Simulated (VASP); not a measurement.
Here is a VASP 6.6.1 calculation.

File INCAR:

```
SYSTEM = Zr
PREC = Accurate
ENCUT = 520
EDIFF = 1E-8
ISMEAR = -1
SIGMA = 0.03
LREAL = .FALSE.
LASPH = .TRUE.
NELM = 60
ALGO = Normal
ISIF = 2
LWAVE = .FALSE.
LCHARG = .FALSE.
GGA = PE
LEFG = .TRUE.
NBANDS = 12
```

Contents of KPOINTS:

```
Automatic mesh
0
G
  16 16 16
  0 0 0
```

POSCAR

```
Zr
1.0
   -1.7947891968      1.7947891968      1.7947891968
    1.7947891968     -1.7947891968      1.7947891968
    1.7947891968      1.7947891968     -1.7947891968
Zr
1
Direct
    0.0000000000      0.0000000000      0.0000000000
```

Potentials or basis: VASP PAW PBE potentials, release 64 (Zr_sv).

The run is started by

```console
$ cat potpaw_PBE.64/Zr_sv/POTCAR > POTCAR
$ mpirun -np 1 vasp_std > vasp.out
```

**Question.** Predict the band gap on the k mesh.

**Answer.** Zero (bands 6 and 7 overlap by 1.86 eV).

**Question.** What does it give for the pressure?

**Answer.** -1.1 GPa.
